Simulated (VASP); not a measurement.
# Ge (P6_3/mmc) in VASP: notebook

Ge is run at these levels: PBEsol; tasks: relaxation of cell and atoms.

Program: VASP 6.6.1. These are calculated values, not measurements. Logs are shortened: lines on timing, memory, paths and dates and some standing lists are left out, and cuts for length are marked.

## 1. The cell of the first run

The structure is hexagonal, space group P6_3/mmc (No. 194). The conventional cell has a = 3.998 Å, b = 3.998 Å, c = 6.599 Å, α = 90.00°, β = 90.00°, γ = 120.00°. Ge (site symmetry 3m) has 4 Ge at 2.45 to 2.47 Å within 3.2 Å.

## 2. Relaxation of cell and atoms, PBEsol

Input file INCAR:

```
SYSTEM = Ge
PREC     = Accurate       ! precision mode
ENCUT    = 600            ! plane-wave cutoff, eV
EDIFF    = 1E-7           ! SCF threshold, eV
ISMEAR   = -1             ! smearing method
SIGMA    = 0.1            ! smearing width, eV
LREAL    = .FALSE.        ! projectors in reciprocal space
LASPH    = .TRUE.         ! aspherical terms in the spheres
NELM     = 80             ! most SCF steps
ALGO     = Normal         ! electronic algorithm
ISIF     = 3              ! what is computed and relaxed
LWAVE    = .FALSE.        ! write WAVECAR
LCHARG   = .FALSE.        ! write CHGCAR
GGA      = PS             ! functional
IBRION   = 2              ! ionic algorithm
NSW      = 80             ! ionic steps
EDIFFG   = -0.005         ! ionic threshold
```

Input file KPOINTS:

```
Automatic mesh
0
G
  7 7 4
  0 0 0
```

Input file POSCAR:

```
Ge
1.0
    3.9975900000      0.0000000000      0.0000000000
   -1.9987900000      3.4620100000      0.0000000000
    0.0000000000      0.0000000000      6.5993800000
Ge
4
Direct
    0.6666666667      0.3333333333      0.0629000000
    0.3333333333      0.6666666667      0.5629000000
    0.6666666667      0.3333333333      0.4371000000
    0.3333333333      0.6666666667      0.9371000000
```

Potentials or basis: VASP PAW PBE potentials, release 64 (Ge_d).

Launch:

```
> cat potpaw_PBE.64/Ge_d/POTCAR > POTCAR
> mpirun -np 1 vasp_std > vasp.out
```

OUTCAR:

```text
SYSTEM = Ge
   PREC = Accurate
   ENCUT = 600
   EDIFF = 1E-7
   ISMEAR = -1
   LREAL = .FALSE.
   LASPH = .TRUE.
   NELM = 80
   ISIF = 3
   GGA = PS
   IBRION = 2
   NSW = 80
   EDIFFG = -0.005

 ion  position               nearest neighbor table
   1  0.667  0.333  0.063-   4 2.45   4 2.45   4 2.45   3 2.47
   2  0.333  0.667  0.563-   3 2.45   3 2.45   3 2.45   4 2.47
   3  0.667  0.333  0.437-   2 2.45   2 2.45   2 2.45   1 2.47
   4  0.333  0.667  0.937-   1 2.45   1 2.45   1 2.45   2 2.47

  LATTYP: Found a hexagonal cell.
 ALAT       =     3.9975900000
 C/A-ratio  =     1.6508396309

  Lattice vectors:

 A1 = (   3.9975900000,   0.0000000000,   0.0000000000)
 A2 = (  -1.9987900000,   3.4620100000,   0.0000000000)
 A3 = (   0.0000000000,   0.0000000000,   6.5993800000)

Analysis of symmetry for initial positions (statically):
=====================================================================
 Subroutine PRICEL returns:
 Original cell was already a primitive cell.

 Routine SETGRP: Setting up the symmetry group for a
 hexagonal supercell.

 Subroutine GETGRP returns: Found 24 space group operations
 (whereof 12 operations were pure point group operations)
 out of a pool of 24 trial point group operations.

The static configuration has the point symmetry D_3d.
 The point group associated with its full space group is D_6h.

Analysis of symmetry for dynamics (positions and initial velocities):
=====================================================================
 Subroutine PRICEL returns:
 Original cell was already a primitive cell.

 Routine SETGRP: Setting up the symmetry group for a
 hexagonal supercell.

 Subroutine GETGRP returns: Found 24 space group operations
 (whereof 12 operations were pure point group operations)
 out of a pool of 24 trial point group operations.

The dynamic configuration has the point symmetry D_3d.
 The point group associated with its full space group is D_6h.

 Subroutine INISYM returns: Found 24 space group operations
 (whereof 12 operations are pure point group operations),
 and found     1 'primitive' translations

----------------------------------------------------------------------------------------

                                     Primitive cell

  volume of cell :      91.3334

  direct lattice vectors                    reciprocal lattice vectors
     3.997590000  0.000000000  0.000000000     0.250150716  0.144424409  0.000000000
    -1.998790000  3.462010000  0.000000000     0.000000000  0.288849541  0.000000000
     0.000000000  0.000000000  6.599380000     0.000000000  0.000000000  0.151529386

  length of vectors
     3.997590000  3.997583608  6.599380000     0.288849079  0.288849541  0.151529386

  position of ions in fractional coordinates (direct lattice)
     0.666666667  0.333333333  0.062900000
     0.333333333  0.666666667  0.562900000
     0.666666667  0.333333333  0.437100000
     0.333333333  0.666666667  0.937100000

  ion indices of the primitive-cell ions
   primitive index   ion index
                 1           1
                 2           2
                 3           3
                 4           4

----------------------------------------------------------------------------------------

 KPOINTS: Automatic mesh

Automatic generation of k-mesh.
 Grid dimensions read from file:
 generate k-points for:    7    7    4

 Generating k-lattice:

  Cartesian coordinates                     Fractional coordinates (reciprocal lattice)
     0.035735817  0.020632058  0.000000000     0.142857143 -0.000000000  0.000000000
     0.000000000  0.041264220  0.000000000     0.000000000  0.142857143  0.000000000
     0.000000000  0.000000000  0.037882347     0.000000000  0.000000000  0.250000000

  Length of vectors
     0.041264154  0.041264220  0.037882347

  Shift w.r.t. Gamma in fractional coordinates (k-lattice)
     0.000000000  0.000000000  0.000000000

 Subroutine IBZKPT returns following result:
 ===========================================

 Found     24 irreducible k-points:

 Following reciprocal coordinates:
            Coordinates               Weight
  0.000000  0.000000  0.000000      1.000000
  0.142857  0.000000  0.000000      6.000000
  0.285714  0.000000  0.000000      6.000000
  0.428571  0.000000  0.000000      6.000000
  0.142857  0.142857  0.000000      6.000000
  0.285714  0.142857  0.000000     12.000000
[... 16 lines left out ...]
  0.428571  0.142857  0.500000      6.000000
  0.285714  0.285714  0.500000      6.000000
   k-points           NKPTS =     24   k-points in BZ     NKDIM =     24   number of bands    NBANDS=     33
   number of dos      NEDOS =    301   number of ions     NIONS =      4
   total plane-waves  NPLWV =  55296
   dimension x,y,z NGX =    32 NGY =   32 NGZ =   54
   dimension x,y,z NGXF=    64 NGYF=   64 NGZF=  108
   ions per type =               4
   NGX,Y,Z   is equivalent  to a cutoff of  13.31, 13.31, 13.60 a.u.
   NGXF,Y,Z  is equivalent  to a cutoff of  26.62, 26.62, 27.21 a.u.
 SYSTEM =  Ge
   PREC   = accura    normal or accurate (medium, high low for compatibility)
   ISTART =      0    job   : 0-new  1-cont  2-samecut
   ICHARG =      2    charge: 1-file 2-atom 10-const
   ISPIN  =      1    spin polarized calculation?
   LNONCOLLINEAR =      F non collinear calculations
   LSORBIT =      F    spin-orbit coupling
   LASPH  =      T    aspherical Exc in radial PAW
   ENCUT  =  600.0 eV  44.10 Ry    6.64 a.u.   7.98  7.98 13.18*2*pi/ulx,y,z
   NELM   =     80;   NELMIN=  2; NELMDL= -5     # of ELM steps
   EDIFF  = 0.1E-06   stopping-criterion for ELM
   LREAL  =      F    real-space projection
   EDIFFG = -.5E-02   stopping-criterion for IOM
   NSW    =     80    number of steps for IOM
   IBRION =      2    ionic relax: 0-MD 1-quasi-New 2-CG
   NFREE  =      1    steps in history (QN), initial steepest desc. (CG)
   ISIF   =      3    stress and relaxation
   ISYM   =      2    0-nonsym 1-usesym 2-fastsym
   POTIM  = 0.5000    time-step for ionic-motion
   TEBEG  =    0.0;   TEEND  =   0.0 temperature during run
   PSTRESS=    0.0 pullay stress
   NELECT =      56.0000    total number of electrons
   NUPDOWN=      -1.0000    fix difference up-down
   EMIN   =  10.00;   EMAX   =-10.00  energy-range for DOS
   EFERMI =   0.00;   METHOD = LEGACY
   ISMEAR =    -1;   SIGMA  =   0.10  broadening in eV -4-tet -1-fermi 0-gaus
   EFERMI_NEDOS =   21; number of points for ismear=-14 and -15
   IALGO  =     38    algorithm
   IMIX   =      4    mixing-type and parameters
     AMIX     =   0.40;   BMIX     =  1.00
     AMIX_MAG =   1.60;   BMIX_MAG =  1.00
  volume/ion in A,a.u.               =      22.83       154.09
  Fermi-wavevector in a.u.,A,eV,Ry     =   1.390788  2.628208 26.317631  1.934291
  Thomas-Fermi vector in A             =   2.514689
   LORBIT       =      0    0 simple, 1 ext, 2 COOP (PROOUT), +10 PAW based schemes
   GGA     = PS    functional components
   LHFCALC =     F    Hartree Fock is set to
   AEXX    =    0.0000 exact exchange contribution
   IVDW    =     0    specifies the selected vdW correction
   LEPSILON=     F    determine dielectric tensor
   LRPA    =     F    only Hartree local field effects (RPA)
 conjugate gradient relaxation of ions
 non-spin polarized calculation
  energy-cutoff  :      600.00
  volume of cell :       91.33
 maximum number of plane-waves:      3064
 NGX is ok and might be reduce to    32
   NGX = 15   NGY = 15   NGZ = 27

--------------------------------------- Ionic step        1  -------------------------------------------

 number of electron      55.9999986 magnetization

 Free energy of the ion-electron system (eV)
  ---------------------------------------------------
  ext. energy  EPLUGINS =         0.00000000
  ---------------------------------------------------
  free energy    TOTEN  =       -19.67053418 eV

  energy without entropy =      -19.66148846  energy(sigma->0) =      -19.66601132

------------------------ aborting loop because EDIFF is reached ----------------------------------------

  FORCE on cell =-STRESS in cart. coord.  units (eV):
  Direction    XX          YY          ZZ          XY          YZ          ZX
  --------------------------------------------------------------------------------------
  -------------------------------------------------------------------------------------
  Total        0.0644367      0.0644365     -0.2095758      0.0000001     -0.0000000      0.0000000
  in kB        1.1303535      1.1303505     -3.6763945      0.0000016     -0.0000000      0.0000000
  external PRESSURE =      -0.4718968 kB  Pullay stress =       0.0000000 kB
[... 95 lines left out ...]
  FREE ENERGIE OF THE ION-ELECTRON SYSTEM (eV)
  ---------------------------------------------------
  free  energy   TOTEN  =       -19.6707465109 eV

  energy  without entropy=      -19.6616939526  energy(sigma->0) =      -19.66622023

[... ionic steps 4 to 7 ...]

--------------------------------------- Ionic step        8  -------------------------------------------

 number of electron      55.9999982 magnetization

------------------------ aborting loop because EDIFF is reached ----------------------------------------

  FORCE on cell =-STRESS in cart. coord.  units (eV):
  Direction    XX          YY          ZZ          XY          YZ          ZX
  --------------------------------------------------------------------------------------
  -------------------------------------------------------------------------------------
  Total        0.0078919      0.0078919      0.0104351      0.0000000     -0.0000000      0.0000000
  in kB        0.1385117      0.1385113      0.1831471      0.0000002     -0.0000000      0.0000000
  external PRESSURE =       0.1533901 kB  Pullay stress =       0.0000000 kB
[... 61 lines left out ...]
  energy  without entropy=      -19.6618363624  energy(sigma->0) =      -19.66633908

--------------------------------------- Ionic step       10  -------------------------------------------

 number of electron      55.9999982 magnetization

 Free energy of the ion-electron system (eV)
  ---------------------------------------------------
  ext. energy  EPLUGINS =         0.00000000
  ---------------------------------------------------
  free energy    TOTEN  =       -19.67084163 eV

  energy without entropy =      -19.66183689  energy(sigma->0) =      -19.66633926

 E-fermi :   4.8168     XC(G=0): -10.0841

 val. band max:        4.8106875669   @ k =   0.0000   0.0000   0.0000
 cond. band min:       4.8545822734   @ k =   0.0000   0.0000   0.2500
 fundamental gap:      0.0438947065
 Fermi energy:         4.8167530809

 k-point     1 :       0.0000    0.0000    0.0000
  band No.  band energies     occupation
      1     -20.0057      2.00000
      2     -20.0057      2.00000
      3     -19.9705      2.00000
      4     -19.9673      2.00000
      5     -19.9672      2.00000
      6     -19.9551      2.00000
[... 884 lines left out ...]
  FREE ENERGIE OF THE ION-ELECTRON SYSTEM (eV)
  ---------------------------------------------------
  free  energy   TOTEN  =       -19.6708416336 eV

  energy  without entropy=      -19.6618368940  energy(sigma->0) =      -19.66633926

 reached required accuracy - stopping structural energy minimisation
```

Wall time 3 min (1 thread of Intel Xeon 6975P-C (Granite Rapids), shared host); peak memory 0.25 GiB.

Results:

```yaml
Free_energy: -19.6708 eV
Relaxed_volume: 22.82 Å³/atom
Relaxed_cell: a = 4.002 Å, b = 4.002 Å, c = 6.580 Å, α = 90.00°, β = 90.00°, γ = 120.00°
Space_group_after_relaxing_to_0.05_Å: P6_3/mmc (No. 194)
Energy_gained_by_relaxing: 0.1 meV/atom
Ionic_steps: 10
Pressure_after_relaxing: 0.0 GPa
Largest_force_after_relaxing: 0.004 eV/Å
Band_gap_on_the_k_mesh: 0.04 eV, indirect (least direct gap 0.14 eV)
```

Forces in eV/Å, atoms in the order of the input:
```
Ge   0.000  0.000  0.004
Ge   0.000  0.000  0.004
Ge   0.000  0.000 -0.004
Ge   0.000  0.000 -0.004
```

Step by step:
```
step  energy change (eV)  largest force (eV/Å)  pressure (GPa)  volume (Å³)
   1              0.0000                0.0018           -0.05        91.33
   2             -0.0002                0.0323            0.03        91.24
   3             -0.0002                0.0243            0.05        91.27
   4             -0.0003                0.0104           -0.06        91.34
   5             -0.0003                0.0087           -0.09        91.35
   6             -0.0003                0.0078           -0.01        91.28
   7             -0.0003                0.0019           -0.09        91.30
   8             -0.0003                0.0054            0.02        91.29
   9             -0.0003                0.0036           -0.04        91.29
  10             -0.0003                0.0041            0.00        91.29
```

Final structure:
```cif
data_structure
_symmetry_space_group_name_H-M 'P 1'
_symmetry_Int_Tables_number 1
_cell_length_a 4.0024
_cell_length_b 4.0024
_cell_length_c 6.5804
_cell_angle_alpha 90.000
_cell_angle_beta 90.000
_cell_angle_gamma 120.000
_cell_volume 91.29
loop_
_atom_site_label
_atom_site_type_symbol
_atom_site_fract_x
_atom_site_fract_y
_atom_site_fract_z
_atom_site_occupancy
Ge1 Ge 0.66667 0.33333 0.06260 1
Ge2 Ge 0.33333 0.66667 0.56260 1
Ge3 Ge 0.66667 0.33333 0.43740 1
Ge4 Ge 0.33333 0.66667 0.93740 1
```

Caveat: the PAW data sets were made with another functional, which shifts forces and pressure a little.

(Part 1 of 2 ends here.)
